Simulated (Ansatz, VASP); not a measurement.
**Two plane-wave programs on Ca2H5**

```xyz
7
Lattice="4.2983 0.0000 0.0384 0.0000 4.4540 0.0000 -1.9700 0.0000 7.0296" Properties=species:S:1:pos:R:3 pbc="T T T"
Ca   -0.8941    0.0000    5.6552
Ca    3.2224    0.0000    1.4128
H    -0.2171    2.2270    6.9044
H     2.5454    2.2270    0.1636
H     1.2506    0.0000    6.1763
H     1.0777    0.0000    0.8916
H    -0.9850    0.0000    3.5148
```

Change from the starting cell: species swapped into the Ta2O5 type (P2/m, No. 10).

Alike in both runs: functional PBE; k mesh 4 × 4 × 4; occupations gaussian, width 0.1 eV; no spin polarisation.

Ansatz relaxed the structure, and its values are those at the end. VASP's run is a single point on that final structure, the one shown.

|  | VASP | Ansatz |
| --- | --- | --- |
| version | VASP 6.6.1 | Ansatz 0.2.0 |
| potentials or method | VASP PAW PBE potentials, release 64 (Ca_sv, H), cutoff 520 eV | scalar-relativistic, plane waves, PAW |
| valence electrons in the cell | 25 | 25 |

```csv
,VASP,Ansatz,Ansatz less VASP
gap on the k mesh at the Fermi level (eV),none,none,-
pressure (GPa),0.1,0.2,+0.01
rms of the force components (eV/Å),0.007,0.006,-0.0012
```

A gap of «none» marks a metal or a gap that the smearing closes.

The k mesh is coarse, so the values compare programs but aren't converged.
